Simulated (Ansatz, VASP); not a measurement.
## Two plane-wave programs on Sn2GeO3

```xyz
12
Lattice="3.8276 0.0000 0.0000 0.0000 11.2269 0.0000 0.0000 0.0000 4.7651" Properties=species:S:1:pos:R:3 pbc="T T T"
Sn    0.0000    9.3603    3.5824
Sn    0.0000    1.8667    3.5824
Sn    1.9138    7.4802    1.1827
Sn    1.9138    3.7468    1.1827
Ge    0.0000    5.6135    3.7696
Ge    1.9138    0.0000    0.9955
O     0.0000    7.4274    0.0053
O     0.0000    3.7995    0.0053
O     0.0000    0.0000    0.0475
O     1.9138    9.4130   -0.0053
O     1.9138    1.8140   -0.0053
O     1.9138    5.6135   -0.0475
```

Alike in both runs: functional PBE; k mesh 3 × 1 × 3; occupations gaussian, width 0.15 eV; no spin polarisation.

Ansatz relaxed the structure, and its values are those at the end. VASP's run is a single point on that final structure, the one shown.

|  | VASP | Ansatz |
| --- | --- | --- |
| version | VASP 6.6.1 | Ansatz 0.2.0 |
| potentials or method | VASP PAW PBE potentials, release 64 (Sn_d, Ge_d, O), cutoff 520 eV | scalar-relativistic, plane waves, PAW |
| valence electrons in the cell | 120 | 120 |

```tsv
	VASP	Ansatz	Ansatz less VASP
gap on the k mesh at the Fermi level (eV)	1.57	1.55	-0.013
least direct gap on the mesh (eV)	2.00	2.02	+0.020
pressure (GPa)	0.4	0.2	-0.21
rms of the force components (eV/Å)	0.031	0.008	-0.0229
```

The k mesh is coarse, so the values compare programs but aren't converged.
